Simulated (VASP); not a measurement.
# Ge2Sb2O (P-3m1) in VASP: further runs

Runs on Ge2Sb2O. Level: PBE. Tasks: single point, relaxation of cell and atoms.

All numbers are computed with VASP 6.6.1; they aren't measurements. Logs are shortened: lines on timing, memory, paths and dates and some standing lists are left out, and cuts for length are marked.

### 1 The cell of the first run

It takes space group P-3m1 (No. 164, trigonal). Conventional cell: a = 4.122 Å, b = 4.122 Å, c = 6.745 Å, α = 90.00°, β = 90.00°, γ = 120.00°. Within 3.4 Å of Ge (site symmetry 3m) lie 4 Sb at 2.60 to 2.63 Å and 3 Ge at 2.80 Å. Within 3.4 Å of Sb (site symmetry 3m) lie 4 Ge at 2.60 to 2.63 Å and 3 O at 2.82 Å. Within 3.7 Å of O (site symmetry -3m) lie 6 Sb at 2.82 Å and 6 Ge at 3.55 Å.

The cell was built from a structure type or drawn by symmetry, and may not be a known phase.

### 2 Single point, PBE

Input file INCAR:

```
SYSTEM = Ge2Sb2O
PREC = Accurate ; ENCUT = 600
EDIFF = 1E-6 ; ISMEAR = 0
SIGMA = 0.1 ; LREAL = .FALSE.
LASPH = .TRUE. ; NELM = 120
ALGO = Normal ; ISIF = 2
LWAVE = .FALSE. ; LCHARG = .FALSE.
GGA = PE ; NBANDS = 30
GGA_COMPAT = .FALSE.
```

Input file KPOINTS:

```
regular mesh
0
G
  6 6 4
  0 0 0
```

Input file POSCAR:

```
Ge2Sb2O
1.0
    4.1224446600      0.0000000000      0.0000000000
   -2.0612223300      3.5701418000      0.0000000000
    0.0000000000      0.0000000000      6.7445606900
Ge Sb O
2 2 1
Direct
    0.6666666700      0.3333333300      0.3902771800
    0.3333333300      0.6666666700      0.6097228200
    0.6666666700      0.3333333300      0.7753055100
    0.3333333300      0.6666666700      0.2246944900
    0.0000000000      0.0000000000      0.0000000000
```

Potentials or basis: VASP PAW PBE potentials, release 64 (Ge_d, Sb, O).

On the command line:

```sh
> cat potpaw_PBE.64/Ge_d/POTCAR potpaw_PBE.64/Sb/POTCAR potpaw_PBE.64/O/POTCAR > POTCAR
> mpirun -np 1 vasp_std > vasp.out
```

OUTCAR:

```text
SYSTEM = Ge2Sb2O
   PREC = Accurate
   ENCUT = 600
   EDIFF = 1E-6
   ISMEAR = 0
   LREAL = .FALSE.
   LASPH = .TRUE.
   NELM = 120
   ISIF = 2
   GGA = PE

 ion  position               nearest neighbor table
   1  0.667  0.333  0.390-   3 2.60   4 2.63   4 2.63   4 2.63   2 2.80   2 2.80   2 2.80
   2  0.333  0.667  0.610-   4 2.60   3 2.63   3 2.63   3 2.63   1 2.80   1 2.80   1 2.80
   3  0.667  0.333  0.775-   1 2.60   2 2.63   2 2.63   2 2.63   5 2.82   5 2.82   5 2.82
   4  0.333  0.667  0.225-   2 2.60   1 2.63   1 2.63   1 2.63   5 2.82   5 2.82   5 2.82
   5  0.000  0.000  0.000-   3 2.82   4 2.82   4 2.82   3 2.82   3 2.82   4 2.82

  LATTYP: Found a hexagonal cell.
 ALAT       =     4.1224446600
 C/A-ratio  =     1.6360585153

  Lattice vectors:

 A1 = (   4.1224446600,   0.0000000000,   0.0000000000)
 A2 = (  -2.0612223300,   3.5701418000,   0.0000000000)
 A3 = (   0.0000000000,   0.0000000000,   6.7445606900)

Analysis of symmetry for initial positions (statically):
=====================================================================
 Subroutine PRICEL returns:
 Original cell was already a primitive cell.

 Routine SETGRP: Setting up the symmetry group for a
 hexagonal supercell.

 Subroutine GETGRP returns: Found 12 space group operations
 (whereof 12 operations were pure point group operations)
 out of a pool of 24 trial point group operations.

The static configuration has the point symmetry D_3d.

Analysis of symmetry for dynamics (positions and initial velocities):
=====================================================================
 Subroutine PRICEL returns:
 Original cell was already a primitive cell.

 Routine SETGRP: Setting up the symmetry group for a
 hexagonal supercell.

 Subroutine GETGRP returns: Found 12 space group operations
 (whereof 12 operations were pure point group operations)
 out of a pool of 24 trial point group operations.

The dynamic configuration has the point symmetry D_3d.

 Subroutine INISYM returns: Found 12 space group operations
 (whereof 12 operations are pure point group operations),
 and found     1 'primitive' translations

----------------------------------------------------------------------------------------

                                     Primitive cell

  volume of cell :      99.2645

  direct lattice vectors                    reciprocal lattice vectors
     4.122444660  0.000000000  0.000000000     0.242574512  0.140050460  0.000000000
    -2.061222330  3.570141800  0.000000000     0.000000000  0.280100919  0.000000000
     0.000000000  0.000000000  6.744560690     0.000000000  0.000000000  0.148267626

  length of vectors
     4.122444660  4.122444659  6.744560690     0.280100919  0.280100919  0.148267626

  position of ions in fractional coordinates (direct lattice)
     0.666666670  0.333333330  0.390277180
     0.333333330  0.666666670  0.609722820
     0.666666670  0.333333330  0.775305510
     0.333333330  0.666666670  0.224694490
     0.000000000  0.000000000  0.000000000

  ion indices of the primitive-cell ions
   primitive index   ion index
                 1           1
                 2           2
                 3           3
                 4           4
                 5           5

----------------------------------------------------------------------------------------

 KPOINTS: regular mesh

Automatic generation of k-mesh.
 Grid dimensions read from file:
 generate k-points for:    6    6    4

 Generating k-lattice:

  Cartesian coordinates                     Fractional coordinates (reciprocal lattice)
     0.040429085  0.023341743  0.000000000     0.166666667  0.000000000  0.000000000
     0.000000000  0.046683487  0.000000000     0.000000000  0.166666667  0.000000000
     0.000000000  0.000000000  0.037066906     0.000000000  0.000000000  0.250000000

  Length of vectors
     0.046683487  0.046683487  0.037066906

  Shift w.r.t. Gamma in fractional coordinates (k-lattice)
     0.000000000  0.000000000  0.000000000

 Subroutine IBZKPT returns following result:
 ===========================================

 Found     24 irreducible k-points:

 Following reciprocal coordinates:
            Coordinates               Weight
  0.000000  0.000000  0.000000      1.000000
  0.166667  0.000000  0.000000      6.000000
  0.333333  0.000000  0.000000      6.000000
  0.500000  0.000000  0.000000      3.000000
  0.166667  0.166667  0.000000      6.000000
  0.333333  0.166667  0.000000     12.000000
[... 16 lines left out ...]
  0.333333  0.166667  0.500000     12.000000
  0.333333  0.333333  0.500000      2.000000
   k-points           NKPTS =     24   k-points in BZ     NKDIM =     24   number of bands    NBANDS=     30
   number of dos      NEDOS =    301   number of ions     NIONS =      5
   total plane-waves  NPLWV =  69984
   dimension x,y,z NGX =    36 NGY =   36 NGZ =   54
   dimension x,y,z NGXF=    72 NGYF=   72 NGZF=  108
   ions per type =               2   2   1
   NGX,Y,Z   is equivalent  to a cutoff of  14.52, 14.52, 13.31 a.u.
   NGXF,Y,Z  is equivalent  to a cutoff of  29.04, 29.04, 26.62 a.u.
 SYSTEM =  Ge2Sb2O
   PREC   = accura    normal or accurate (medium, high low for compatibility)
   ISTART =      0    job   : 0-new  1-cont  2-samecut
   ICHARG =      2    charge: 1-file 2-atom 10-const
   ISPIN  =      1    spin polarized calculation?
   LNONCOLLINEAR =      F non collinear calculations
   LSORBIT =      F    spin-orbit coupling
   LASPH  =      T    aspherical Exc in radial PAW
   ENCUT  =  600.0 eV  44.10 Ry    6.64 a.u.   8.23  8.23 13.47*2*pi/ulx,y,z
   NELM   =    120;   NELMIN=  2; NELMDL= -5     # of ELM steps
   EDIFF  = 0.1E-05   stopping-criterion for ELM
   LREAL  =      F    real-space projection
   EDIFFG = 0.1E-04   stopping-criterion for IOM
   NSW    =      0    number of steps for IOM
   IBRION =     -1    ionic relax: 0-MD 1-quasi-New 2-CG
   NFREE  =      0    steps in history (QN), initial steepest desc. (CG)
   ISIF   =      2    stress and relaxation
   ISYM   =      2    0-nonsym 1-usesym 2-fastsym
   POTIM  = 0.5000    time-step for ionic-motion
   TEBEG  =    0.0;   TEEND  =   0.0 temperature during run
   PSTRESS=    0.0 pullay stress
   NELECT =      44.0000    total number of electrons
   NUPDOWN=      -1.0000    fix difference up-down
   EMIN   =  10.00;   EMAX   =-10.00  energy-range for DOS
   EFERMI =   0.00;   METHOD = LEGACY
   ISMEAR =     0;   SIGMA  =   0.10  broadening in eV -4-tet -1-fermi 0-gaus
   EFERMI_NEDOS =   21; number of points for ismear=-14 and -15
   IALGO  =     38    algorithm
   IMIX   =      4    mixing-type and parameters
     AMIX     =   0.40;   BMIX     =  1.00
     AMIX_MAG =   1.60;   BMIX_MAG =  1.00
  volume/ion in A,a.u.               =      19.85       133.97
  Fermi-wavevector in a.u.,A,eV,Ry     =   1.248229  2.358812 21.198919  1.558077
  Thomas-Fermi vector in A             =   2.382325
   LORBIT       =      0    0 simple, 1 ext, 2 COOP (PROOUT), +10 PAW based schemes
   GGA     = PE    functional components
   LHFCALC =     F    Hartree Fock is set to
   AEXX    =    0.0000 exact exchange contribution
   IVDW    =     0    specifies the selected vdW correction
   LEPSILON=     F    determine dielectric tensor
   LRPA    =     F    only Hartree local field effects (RPA)
 non-spin polarized calculation
 Gauss-broadening in eV      SIGMA  =   0.10
  energy-cutoff  :      600.00
  volume of cell :       99.26
 maximum number of plane-waves:      3357
 NGX is ok and might be reduce to    36
   NGX = 17   NGY = 17   NGZ = 27

 number of electron      43.9999992 magnetization

 Free energy of the ion-electron system (eV)
  ---------------------------------------------------
  ext. energy  EPLUGINS =         0.00000000
  ---------------------------------------------------
  free energy    TOTEN  =       -20.00924845 eV

  energy without entropy =      -19.98773472  energy(sigma->0) =      -19.99849158

 E-fermi :   6.9389     XC(G=0): -10.4943

 val. band max:        6.9140405037   @ k =  -0.1667   0.5000   0.2500
 cond. band min:       6.9801383317   @ k =   0.0000   0.0000   0.2500
 fundamental gap:      0.0660978280
 Fermi energy:         6.9389221847

 k-point     1 :       0.0000    0.0000    0.0000
  band No.  band energies     occupation
      1     -17.8847      2.00000
      2     -17.8847      2.00000
      3     -17.8667      2.00000
      4     -17.8658      2.00000
      5     -17.8658      2.00000
      6     -17.8040      2.00000
[... 22 lines left out ...]
     29      10.0325      0.00000
     30      12.7466      0.00000

 k-point     2 :       0.1667    0.0000    0.0000
  band No.  band energies     occupation
      1     -17.8839      2.00000
      2     -17.8783      2.00000
      3     -17.8688      2.00000
      4     -17.8610      2.00000
      5     -17.8604      2.00000
      6     -17.8073      2.00000
[... 22 lines left out ...]
     29      10.9376      0.00000
     30      12.2967      0.00000

 k-point     3 :       0.3333    0.0000    0.0000
  band No.  band energies     occupation
      1     -17.8816      2.00000
      2     -17.8744      2.00000
      3     -17.8606      2.00000
      4     -17.8474      2.00000
      5     -17.8473      2.00000
      6     -17.8169      2.00000
[... 22 lines left out ...]
     29      12.2083      0.00000
     30      13.4527      0.00000

 k-point     4 :       0.5000    0.0000    0.0000
  band No.  band energies     occupation
      1     -17.8802      2.00000
      2     -17.8768      2.00000
      3     -17.8432      2.00000
      4     -17.8412      2.00000
      5     -17.8333      2.00000
      6     -17.8296      2.00000
[... 22 lines left out ...]
     29      13.9350      0.00000
     30      14.0559      0.00000

 k-point     5 :       0.1667    0.1667    0.0000
  band No.  band energies     occupation
      1     -17.8828      2.00000
      2     -17.8669      2.00000
      3     -17.8651      2.00000
      4     -17.8641      2.00000
      5     -17.8449      2.00000
      6     -17.8175      2.00000
[... 22 lines left out ...]
     29      12.1558      0.00000
     30      12.6548      0.00000
[... 526 lines left out ...]
     29      14.3572      0.00000
     30      14.8012      0.00000

 k-point    22 :       0.1667    0.1667    0.5000
  band No.  band energies     occupation
      1     -17.8828      2.00000
      2     -17.8668      2.00000
      3     -17.8651      2.00000
      4     -17.8641      2.00000
      5     -17.8450      2.00000
      6     -17.8174      2.00000
[... 22 lines left out ...]
     29      11.6905      0.00000
     30      12.4348      0.00000

 k-point    23 :       0.3333    0.1667    0.5000
  band No.  band energies     occupation
      1     -17.8810      2.00000
      2     -17.8698      2.00000
      3     -17.8540      2.00000
      4     -17.8437      2.00000
      5     -17.8334      2.00000
      6     -17.8280      2.00000
[... 22 lines left out ...]
     29      13.5998      0.00000
     30      14.1912      0.00000

 k-point    24 :       0.3333    0.3333    0.5000
  band No.  band energies     occupation
      1     -17.8803      2.00000
      2     -17.8590      2.00000
      3     -17.8590      2.00000
      4     -17.8446      2.00000
      5     -17.8244      2.00000
      6     -17.8244      2.00000
[... 22 lines left out ...]
     29      13.1451      0.00000
     30      13.1451      0.00000

------------------------ aborting loop because EDIFF is reached ----------------------------------------

  FORCE on cell =-STRESS in cart. coord.  units (eV):
  Direction    XX          YY          ZZ          XY          YZ          ZX
  --------------------------------------------------------------------------------------
  -------------------------------------------------------------------------------------
  Total        5.2094570      5.2094570     14.2783860     -0.0000000      0.0000000      0.0000000
  in kB       84.0831694     84.0831693    230.4600937     -0.0000000      0.0000000      0.0000000
  external PRESSURE =     132.8754775 kB  Pullay stress =       0.0000000 kB

 VOLUME and BASIS-vectors are now :
 -----------------------------------------------------------------------------
  energy-cutoff  :      600.00
  volume of cell :       99.26
      direct lattice vectors                 reciprocal lattice vectors
     4.122444660  0.000000000  0.000000000     0.242574512  0.140050460  0.000000000
    -2.061222330  3.570141800  0.000000000     0.000000000  0.280100919  0.000000000
     0.000000000  0.000000000  6.744560690     0.000000000  0.000000000  0.148267626

 POSITION                                       TOTAL-FORCE (eV/Angst)
 -----------------------------------------------------------------------------------
      2.06122      1.19005      2.63225         0.000000     -0.000000     -1.421655
     -0.00000      2.38009      4.11231        -0.000000      0.000000      1.421655
      2.06122      1.19005      5.22910         0.000000     -0.000000      3.892380
     -0.00000      2.38009      1.51547        -0.000000      0.000000     -3.892380
      0.00000      0.00000      0.00000         0.000000      0.000000      0.000000
 -----------------------------------------------------------------------------------
    total drift:                                0.000000      0.000000      0.000000

  FREE ENERGIE OF THE ION-ELECTRON SYSTEM (eV)
  ---------------------------------------------------
  free  energy   TOTEN  =       -20.0092484465 eV

  energy  without entropy=      -19.9877347229  energy(sigma->0) =      -19.99849158
```

It took 62 s on 1 thread of Intel Xeon Platinum 8488C (Sapphire Rapids), shared host; peak memory 0.29 GiB.

What came out:

- Free energy: -20.0092 eV
- Pressure: 13.3 GPa
- Largest force: 3.892 eV/Å
- Band gap on the k mesh: zero (bands 22 and 23 overlap by 0.83 eV)

Forces in eV/Å, atoms in the order of the input:
```
Ge   0.000  0.000 -1.422
Ge   0.000  0.000  1.422
Sb   0.000  0.000  3.892
Sb   0.000  0.000 -3.892
O    0.000  0.000  0.000
```

Stress tensor (GPa, compression positive):
```
 8.41  0.00  0.00
 0.00  8.41  0.00
 0.00  0.00 23.05
```

Caveat: the cell stands under pressure; spin-orbit coupling is left out, which moves the levels of the heavy elements; forces of over 1 eV/Å act on the atoms, so gaps and moduli don't describe the material at rest.

[end of part 1 of 2]
